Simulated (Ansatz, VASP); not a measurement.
One calculation of Sc5SbSe2, two programs

```xyz
16
Lattice="-3.6319 3.6319 6.3222 3.6319 -3.6319 6.3222 3.6319 3.6319 -6.3222" Properties=species:S:1:pos:R:3 pbc="T T T"
Sc    0.0000    0.0000    0.0000
Sc    0.0000    0.0000    6.3222
Sc    2.5418    1.0902    1.8892
Sc    2.5418   -1.0902    8.2114
Sc    1.0902    4.7221   -1.8892
Sc    2.5418    1.0902   -1.8892
Sc    2.5418   -1.0902    4.4330
Sc    1.0902    4.7221    1.8892
Sc    1.0902    2.5418    4.4330
Sc    1.0902    2.5418    8.2114
Sb    0.0000    0.0000    9.4833
Sb    0.0000    0.0000    3.1611
Se   -1.1263    2.5057    6.3222
Se    4.7582    1.1263    0.0000
Se    1.1263    2.5057    0.0000
Se    2.5057    1.1263    6.3222
```

Alike in both runs: functional PBE; k mesh 3 × 3 × 3; occupations gaussian, width 0.2 eV; no spin polarisation.

Ansatz relaxed the structure, and its values are those at the end. VASP's run is a single point on that final structure, the one shown.

|  | VASP | Ansatz |
| --- | --- | --- |
| version | VASP 6.6.1 | Ansatz 0.2.0 |
| potentials or method | VASP PAW PBE potentials, release 64 (Sc_sv, Sb, Se), cutoff 520 eV | scalar-relativistic, plane waves, PAW |
| valence electrons in the cell | 144 | 204 |

```tsv
	VASP	Ansatz	Ansatz less VASP
gap on the k mesh at the Fermi level (eV)	none	none	-
pressure (GPa)	0.2	0.1	-0.18
rms of the force components (eV/Å)	0.013	0.016	+0.0031
```

A gap of «none» marks a metal or a gap that the smearing closes. VASP's potentials hold 144 valence electrons a cell and Ansatz's 204, so a difference there can come from the potentials and not from the codes.

The k mesh is coarse, so the values compare programs but aren't converged. Neither program's run includes spin-orbit coupling.
